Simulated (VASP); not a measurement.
# Pt (Fm-3m) in VASP: notebook, part 2 of 2

VASP 6.6.1. The steps go on from the part before.

## Step 5: Relaxation of cell and atoms, r2SCAN+D3(BJ), non-collinear spin, zero start, spin-orbit coupling

POSCAR reads:

```
Pt
1.0
    0.0000000000      1.9609000000      1.9609000000
    1.9609000000      0.0000000000      1.9609000000
    1.9609000000      1.9609000000      0.0000000000
Pt
1
Direct
    0.0000000000      0.0000000000      0.0000000000
```

INCAR.step1 reads:

```
SYSTEM = Pt
  PREC = Accurate
  ENCUT = 600
  ISMEAR = 0
  SIGMA = 0.05
  LREAL = .FALSE.
  LASPH = .TRUE.
  NELM = 150
  MAGMOM = 0 0 0
  LSORBIT = .TRUE.
  GGA_COMPAT = .FALSE.
  LMAXMIX = 4
  GGA = PE
  ALGO = Normal
  EDIFF = 1E-4
  LWAVE = .TRUE.
  LCHARG = .FALSE.
  LUSENCCL = .FALSE.
```

INCAR.step2 reads:

```
SYSTEM = Pt
  PREC = Accurate
  ENCUT = 600
  EDIFF = 1E-6
  ISMEAR = 0
  SIGMA = 0.05
  LREAL = .FALSE.
  LASPH = .TRUE.
  NELM = 150
  ALGO = Normal
  ISIF = 3
  LWAVE = .FALSE.
  LCHARG = .FALSE.
  MAGMOM = 0 0 0
  LORBIT = 11
  LSORBIT = .TRUE.
  GGA_COMPAT = .FALSE.
  LORBMOM = .TRUE.
  LMAXMIX = 4
  METAGGA = R2SCAN
  LMIXTAU = .TRUE.
  IVDW = 12
  VDW_S6 = 1.0
  VDW_S8 = 0.78981345
  VDW_A1 = 0.49484001
  VDW_A2 = 5.73083694
  IBRION = 2
  NSW = 60
  EDIFFG = -0.01
  ISTART = 1
  LUSENCCL = .FALSE.
```

KPOINTS reads:

```
regular mesh
0
G
  12 12 12
  0 0 0
```

Potentials or basis: VASP PAW PBE potentials, release 64 (Pt).

Started as:

```console
$ cat potpaw_PBE.64/Pt/POTCAR > POTCAR
$ cp INCAR.step1 INCAR
$ mpirun -np 1 vasp_ncl > vasp.out
$ cp INCAR.step2 INCAR
$ mpirun -np 1 vasp_ncl > vasp.out
```

OUTCAR:

```text
SYSTEM = Pt
   PREC = Accurate
   ENCUT = 600
   EDIFF = 1E-6
   ISMEAR = 0
   LREAL = .FALSE.
   LASPH = .TRUE.
   NELM = 150
   ISIF = 3
   LORBIT = 11
   LSORBIT = .TRUE.
   METAGGA = R2SCAN
   IVDW = 12
   IBRION = 2
   NSW = 60
   EDIFFG = -0.01
   ISTART = 1
 IVDW          = 12

 ion  position               nearest neighbor table
   1  0.000  0.000  0.000-

  LATTYP: Found a face centered cubic cell.
 ALAT       =     3.9218000000

  Lattice vectors:

 A1 = (   0.0000000000,   1.9609000000,   1.9609000000)
 A2 = (   1.9609000000,   0.0000000000,   1.9609000000)
 A3 = (   1.9609000000,   1.9609000000,   0.0000000000)

Analysis of symmetry for initial positions (statically):
=====================================================================
 Subroutine PRICEL returns:
 Original cell was already a primitive cell.

 Routine SETGRP: Setting up the symmetry group for a
 face centered cubic supercell.

 Subroutine GETGRP returns: Found 48 space group operations
 (whereof 48 operations were pure point group operations)
 out of a pool of 48 trial point group operations.

The static configuration has the point symmetry O_h .

Analysis of symmetry for dynamics (positions and initial velocities):
=====================================================================
 Subroutine PRICEL returns:
 Original cell was already a primitive cell.

 Routine SETGRP: Setting up the symmetry group for a
 face centered cubic supercell.

 Subroutine GETGRP returns: Found 48 space group operations
 (whereof 48 operations were pure point group operations)
 out of a pool of 48 trial point group operations.

The dynamic configuration has the point symmetry O_h .

Analysis of structural, dynamic, and magnetic symmetry:
=====================================================================
 Subroutine PRICEL returns:
 Original cell was already a primitive cell.

 Routine SETGRP: Setting up the symmetry group for a
 face centered cubic supercell.

 Subroutine GETGRP returns: Found 48 space group operations
 (whereof 48 operations were pure point group operations)
 out of a pool of 48 trial point group operations.

The overall configuration has the point symmetry O_h .

 Subroutine INISYM returns: Found 48 space group operations
 (whereof 48 operations are pure point group operations),
 and found     1 'primitive' translations

----------------------------------------------------------------------------------------

                                     Primitive cell

  volume of cell :      15.0798

  direct lattice vectors                    reciprocal lattice vectors
     0.000000000  1.960900000  1.960900000    -0.254984956  0.254984956  0.254984956
     1.960900000  0.000000000  1.960900000     0.254984956 -0.254984956  0.254984956
     1.960900000  1.960900000  0.000000000     0.254984956  0.254984956 -0.254984956

  length of vectors
     2.773131374  2.773131374  2.773131374     0.441646899  0.441646899  0.441646899

  position of ions in fractional coordinates (direct lattice)
     0.000000000  0.000000000  0.000000000

  ion indices of the primitive-cell ions
   primitive index   ion index
                 1           1

----------------------------------------------------------------------------------------

 KPOINTS: regular mesh

Automatic generation of k-mesh.
 Grid dimensions read from file:
 generate k-points for:   12   12   12
[... 82 lines left out ...]
   IMIX   =      4    mixing-type and parameters
     AMIX     =   0.40;   BMIX     =  1.00
     AMIX_MAG =   1.60;   BMIX_MAG =  1.00
  volume/ion in A,a.u.               =      15.08       101.76
  Fermi-wavevector in a.u.,A,eV,Ry     =   1.427609  2.697791 27.729605  2.038068
  Thomas-Fermi vector in A             =   2.547760
   LORBIT       =     11    0 simple, 1 ext, 2 COOP (PROOUT), +10 PAW based schemes
   METAGGA = R2SCAN    functional components
   LHFCALC =     F    Hartree Fock is set to
   AEXX    =    0.0000 exact exchange contribution
   IVDW    =    12    specifies the selected vdW correction
   LEPSILON=     F    determine dielectric tensor
   LRPA    =     F    only Hartree local field effects (RPA)
 conjugate gradient relaxation of ions
 Gauss-broadening in eV      SIGMA  =   0.05
  energy-cutoff  :      600.00
  volume of cell :       15.08
 maximum number of plane-waves:      1062
 NGX is ok and might be reduce to    24
   NGX = 11   NGY = 11   NGZ = 11

--------------------------------------- Ionic step        1  -------------------------------------------

 number of electron      10.0000000 magnetization      -0.0000000     -0.0000000     -0.0000000

 number of electron      10.0000000 magnetization       0.0000000     -0.0000000      0.0000000

 number of electron      10.0000000 magnetization      -0.0000000      0.0000000     -0.0000000

 Free energy of the ion-electron system (eV)
  ---------------------------------------------------
  ext. energy  EPLUGINS =         0.00000000
  ---------------------------------------------------
  free energy    TOTEN  =       -51.88206868 eV

  energy without entropy =      -51.87977738  energy(sigma->0) =      -51.88092303

------------------------ aborting loop because EDIFF is reached ----------------------------------------

 Edisp (eV)   -0.36778

 E8    (eV) :    -0.1341
[... 81 lines left out ...]
 number of electron      10.0000000 magnetization      -0.0000000     -0.0000000     -0.0000000

 number of electron      10.0000000 magnetization      -0.0000000      0.0000000      0.0000000

 Free energy of the ion-electron system (eV)
  ---------------------------------------------------
  ext. energy  EPLUGINS =         0.00000000
  ---------------------------------------------------
  free energy    TOTEN  =       -51.88408995 eV

  energy without entropy =      -51.88178794  energy(sigma->0) =      -51.88293895

 E-fermi :  10.9786     XC(G=0): -14.6116

 val. band max:       10.9748662778   @ k =   0.5000   0.0833   0.0000
 cond. band min:      10.9880760198   @ k =  -0.2500   0.4167   0.1667
 fundamental gap:      0.0132097419
 Fermi energy:        10.9786088648

 k-point     1 :       0.0000    0.0000    0.0000
  band No.  band energies     occupation
      1       0.4807      1.00000
      2       0.4807      1.00000
      3       6.5760      1.00000
      4       6.5760      1.00000
      5       6.5760      1.00000
      6       6.5760      1.00000
[... 481 lines left out ...]
      5       7.5656      1.00000
      6       7.5656      1.00000
[... 10 lines left out ...]
     17      28.6353      0.00000
     18      28.6353      0.00000

 [... further k-points ...]

------------------------ aborting loop because EDIFF is reached ----------------------------------------

 Edisp (eV)   -0.36604

 E8    (eV) :    -0.1335
[... 24 lines left out ...]
  FREE ENERGIE OF THE ION-ELECTRON SYSTEM (eV)
  ---------------------------------------------------
  free  energy   TOTEN  =       -52.2501348876 eV

  energy  without entropy=      -52.2478328821  energy(sigma->0) =      -52.24898388

 reached required accuracy - stopping structural energy minimisation

 orbital moment (x)

 # of ion     p       d       tot
 ----------------------------------------
  1         0.000  -0.000  -0.000
 ----------------------------------------
            0.000  -0.000  -0.000

 orbital moment (y)

 # of ion     p       d       tot
 ----------------------------------------
  1         0.000  -0.000  -0.000
 ----------------------------------------
            0.000  -0.000  -0.000

 orbital moment (z)

 # of ion     p       d       tot
 ----------------------------------------
  1         0.000   0.000   0.000
 ----------------------------------------
            0.000   0.000   0.000

 Spin-Orbit-Coupling matrix elements

 Ion:    1  E_soc:     -0.7520925
 l=   1
     0.0000000    -0.0315605    -0.0315605
    -0.0315605     0.0000000    -0.0315605
    -0.0315605    -0.0315605     0.0000000
 l=   2
     0.0000000    -0.0166279     0.0000000    -0.0166279    -0.0771603
    -0.0166279     0.0000000    -0.0578703    -0.0166279    -0.0192901
     0.0000000    -0.0578703     0.0000000    -0.0578703     0.0000000
    -0.0166279    -0.0166279    -0.0578703     0.0000000    -0.0192901
    -0.0771603    -0.0192901     0.0000000    -0.0192901     0.0000000
 l=   3
     0.0000000     0.0000000     0.0000000     0.0000000     0.0000000     0.0000000     0.0000000
     0.0000000     0.0000000     0.0000000     0.0000000     0.0000000     0.0000000     0.0000000
     0.0000000     0.0000000     0.0000000     0.0000000     0.0000000     0.0000000     0.0000000
     0.0000000     0.0000000     0.0000000     0.0000000     0.0000000     0.0000000     0.0000000
     0.0000000     0.0000000     0.0000000     0.0000000     0.0000000     0.0000000     0.0000000
     0.0000000     0.0000000     0.0000000     0.0000000     0.0000000     0.0000000     0.0000000
     0.0000000     0.0000000     0.0000000     0.0000000     0.0000000     0.0000000     0.0000000

 total charge

# of ion       s       p       d       tot
------------------------------------------
    1        0.638   0.612   8.038   9.288

 magnetization (x)

# of ion       s       p       d       tot
------------------------------------------
    1       -0.000   0.000   0.000  -0.000

 magnetization (y)

# of ion       s       p       d       tot
------------------------------------------
    1        0.000  -0.000   0.000  -0.000

 magnetization (z)

# of ion       s       p       d       tot
------------------------------------------
    1        0.000  -0.000   0.000   0.000
```

Run time: 7.1 min. Hardware: 1 × NVIDIA H100 80GB with 1 thread of AMD EPYC 7R13 (Zen 3), shared host; peak memory 1.4 GiB.

Results:

| Property | Result |
| --- | --- |
| Free energy | -52.2501 eV |
| Relaxed volume | 15.15 Å³/atom |
| Relaxed cell | a = 2.777 Å, b = 2.777 Å, c = 2.777 Å, α = 60.00°, β = 60.00°, γ = 60.00° |
| Space group after relaxing (to 0.1 Å) | Fm-3m (No. 225) |
| Energy gained by relaxing | 0.3 meV/atom |
| Ionic steps | 3 |
| Pressure after relaxing | 0.0 GPa |
| Net moment | 0.00 μB per cell |
| Valence electrons inside the program's atomic spheres | Pt 9.29 |
| Dispersion energy per atom | -0.366 eV |

Step by step:
```
step  energy change (eV)  largest force (eV/Å)  pressure (GPa)  volume (Å³)
   1              0.0000                0.0000            1.37        15.08
   2              0.0023                0.0000           -3.77        15.36
   3             -0.0003                0.0000            0.01        15.15
```

Final structure:
```yaml
crystal:
  lattice:
    - [0.00000, 1.96395, 1.96395]
    - [1.96395, 0.00000, 1.96395]
    - [1.96395, 1.96395, 0.00000]
  atoms:
    - { symbol: Pt, position: [0.00000, 0.00000, 0.00000] }
```

Moments on the atoms (μB; x, y, z):
```
Pt  0.00 0.00 0.00
```

Caveat: the PAW data sets were made with another functional, which shifts forces and pressure a little. Zero-point motion and thermal expansion aren't in these numbers.

## Step 6: Overview

| task | level | spin | cell | k mesh | cutoff (eV) | smearing | grid for exact exchange (PRECFOCK) | share of exact exchange | screening parameter | gap on the mesh (eV) | pressure (GPa) | relaxed volume (Å³/atom) |
| --- | --- | --- | --- | --- | --- | --- | --- | --- | --- | --- | --- | --- |
| relaxation of cell and atoms | PBEsol-based screened hybrid with 25 % exact exchange | off | relaxed from a = 2.773 Å, angles 60.0°, 1 atom | 6 × 6 × 6 | 600 | fermi-dirac 0.05 eV | Normal | 0.25 | 0.207 1/Å | none | -0.1 | 14.66 |
| single point | PBE0 | off | a = 2.736 Å, angles 60.0°, 1 atom | 8 × 8 × 8 | 520 | fermi-dirac 0.05 eV | Normal | 0.25 | - | none | 13.0 | - |
| single point | HSE06 | off | a = 2.717 Å, angles 60.0°, 1 atom | 8 × 8 × 8 | 520 | fermi-dirac 0.05 eV | Normal | 0.25 | 0.2079 1/Å | none | 21.0 | - |
| relaxation of cell and atoms | r2SCAN+D3(BJ) | non-collinear, zero start, SOC | relaxed from a = 2.773 Å, angles 60.0°, 1 atom | 12 × 12 × 12 | 600 | gaussian 0.05 eV | - | - | - | - | 0.0 | 15.15 |

Alike in all rows: potentials or basis VASP PAW PBE potentials, release 64 (Pt).

Caveats: some runs use coarse meshes; the PAW data sets were made with another functional, which shifts forces and pressure a little; spin-orbit coupling is left out, which moves the levels of the heavy elements (at least some runs); the cell stands under pressure (at least some runs).

Absolute energies hang on the potentials; compare differences alone.

The gap in the log of VASP goes by the Fermi energy; the results here count the filled bands.